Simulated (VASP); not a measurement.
Input of a VASP 6.6.1 run:

Contents of INCAR:

```
PREC = Accurate
ENCUT = 520
EDIFF = 1E-6
ISMEAR = 0
SIGMA = 0.05
LREAL = False
LASPH = True
NELM = 60
ALGO = Normal
ISIF = 2
LWAVE = False
LCHARG = False
GGA = PS
NBANDS = 33
```

File KPOINTS:

```
Automatic mesh
0
Gamma
  6 6 10
```

File POSCAR:

```
TiO2
1.0
    4.5912476203      0.0000000000      0.0000000000
    0.0000000000      4.5912476203      0.0000000000
    0.0000000000      0.0000000000      2.9389940195
Ti O
2 4
Direct
   -0.0100695628      0.0100695628      0.0257452908
    0.5000000000      0.5000000000      0.5000000000
    0.3044387440      0.3044387440      0.0000000000
    0.1955612560      0.8044387440      0.5000000000
    0.6955612560      0.6955612560      0.0000000000
    0.8044387440      0.1955612560      0.5000000000
```

Potentials or basis: VASP PAW PBE potentials, release 64 (Ti_sv, O).

The run is started by

```console
$ cat potpaw_PBE.64/Ti_sv/POTCAR potpaw_PBE.64/O/POTCAR > POTCAR
$ mpirun -np 1 vasp_std > vasp.out
```

Q: Predict the pressure.

A: 1.4 GPa.

Q: Predict the largest force.

A: 1.488 eV/Å.

Stress tensor (GPa, compression positive):
```
 0.88 -0.54 -0.99
-0.54  0.88  0.99
-0.99  0.99  2.30
```

Caveat: the cell differs from its parent crystal (atom 1 (Ti) moved -0.100 Å towards its neighbour atom 4 (O) at 1.942 Å); the PAW data sets were made with another functional, which shifts forces and pressure a little.
